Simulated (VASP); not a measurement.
SnBi5O2, 8 atoms in the cell. The structure is trigonal, space group P-3m1 (No. 164). Conventional cell: a = 3.500 Å, b = 3.500 Å, c = 18.100 Å, α = 90.00°, β = 90.00°, γ = 120.00°. Within 3.0 Å of Sn (site symmetry -3m) lie 6 O at 2.25 Å. Bi (site symmetry 3m) has 3 O at 3.17 Å and 9 Bi at 3.46 to 3.50 Å and 3 Sn at 3.99 Å within 4.2 Å. Bi (site symmetry 3m) has 12 Bi at 3.46 to 3.50 Å within 4.5 Å. Within 4.5 Å of Bi (site symmetry -3m) lie 12 Bi at 3.46 to 3.50 Å. Within 3.0 Å of O (site symmetry 3m) lie 3 Sn at 2.25 Å and 3 O at 2.84 Å. 

* Program: VASP 6.6.1
* Task: relaxation of cell and atoms
* Functional: PBE
* Potentials or basis: VASP PAW PBE potentials, release 64 (Sn_d, Bi_d, O)
* Cutoff: 600 eV
* k mesh: 5 × 5 × 1
* Occupations: gaussian, width 0.2 eV
* Spin: no spin polarisation
* Dipole correction: no
* Further INCAR settings: ALGO = Normal; EDIFF = 1e-07; IBRION = 2; EDIFFG = -0.08; NSW = 36; ISIF = 3

Potentials or basis: VASP PAW PBE potentials, release 64 (Sn_d, Bi_d, O).

The run is started by

```sh
$ cat potpaw_PBE.64/Sn_d/POTCAR potpaw_PBE.64/Bi_d/POTCAR potpaw_PBE.64/O/POTCAR > POTCAR
$ mpirun -np 1 vasp_std > vasp.out
```

Hardware: 1 thread of Intel(R) Xeon(R) 6975P-C (Granite Rapids), on a shared host.

**Question.** Estimate the wall time of this run.

**Answer.** It took 8.2 min on 1 thread of Intel(R) Xeon(R) 6975P-C (Granite Rapids), with other jobs on the host, peak memory 0.37 GiB. Counts: scf iterations 139, k points 5, ion steps 11.
